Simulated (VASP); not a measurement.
SiF, 2 atoms in the cell. Symmetry: R-3m, No. 166, trigonal system. The conventional cell has a = 2.677 Å, b = 2.677 Å, c = 11.695 Å, α = 90.00°, β = 90.00°, γ = 120.00°. Within 3.3 Å of Si (site symmetry -3m) lie 6 F at 2.49 Å and 6 Si at 2.68 Å. Within 3.3 Å of F (site symmetry -3m) lie 6 Si at 2.49 Å and 6 F at 2.68 Å. 

```yaml
Program: VASP 6.6.1
Task: single point
Functional: PBE
Potentials_or_basis: VASP PAW PBE potentials, release 64 (Si, F)
Cutoff: 520 eV
k_mesh: 12 × 12 × 12
Occupations: fermi-dirac, width 0.05 eV
Spin: no spin polarisation
Dipole_correction: no
Further_INCAR_settings: ALGO = Normal; EDIFF = 1e-06; NBANDS = 12
```

Potentials or basis: VASP PAW PBE potentials, release 64 (Si, F).

Launch:

```console
$ cat potpaw_PBE.64/Si/POTCAR potpaw_PBE.64/F/POTCAR > POTCAR
$ mpirun -np 1 vasp_std > vasp.out
```

Hardware: 1 thread of Intel(R) Xeon(R) Platinum 8259CL CPU @ 2.50GHz (Skylake/Cascade Lake), on a shared host.

**Question.** How long does it take, and how much memory?

**Answer.** Run time: 39 s on 1 thread of Intel(R) Xeon(R) Platinum 8259CL CPU @ 2.50GHz (Skylake/Cascade Lake) (shared host), peak memory 0.2 GiB. Counts: scf iterations 12, k points 189.
